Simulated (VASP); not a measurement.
GaAs, 2 atoms in the cell. It takes space group P-6m2 (No. 187, hexagonal). The conventional cell has a = 3.606 Å, b = 3.606 Å, c = 3.573 Å, α = 90.00°, β = 90.00°, γ = 120.00°. Within 3.7 Å of Ga (site symmetry -6m2) lie 6 As at 2.74 Å and 8 Ga at 3.57 to 3.61 Å. As (site symmetry -6m2) has 6 Ga at 2.74 Å and 8 As at 3.57 to 3.61 Å within 3.7 Å. 

- Program: VASP 6.6.1
- Task: single point
- Functional: PBE
- Potentials or basis: VASP PAW PBE potentials, release 64 (Ga_d, As)
- Cutoff: 520 eV
- k mesh: 9 × 9 × 8
- Occupations: gaussian, width 0.02 eV
- Spin: no spin polarisation
- Dipole correction: no
- Further INCAR settings: ALGO = Normal; EDIFF = 1e-07; NBANDS = 16

Potentials or basis: VASP PAW PBE potentials, release 64 (Ga_d, As).

Command:

```console
$ cat potpaw_PBE.64/Ga_d/POTCAR potpaw_PBE.64/As/POTCAR > POTCAR
$ mpirun -np 1 vasp_std > vasp.out
```

Hardware: 1 thread of Intel Xeon 8259CL (shared host).

**Question.** How long does it take, and how much memory?

**Answer.** Run time: 48 s on 1 thread of Intel Xeon 8259CL, on a shared host, peak memory 0.18 GiB. Counts: scf iterations 12, k points 60.
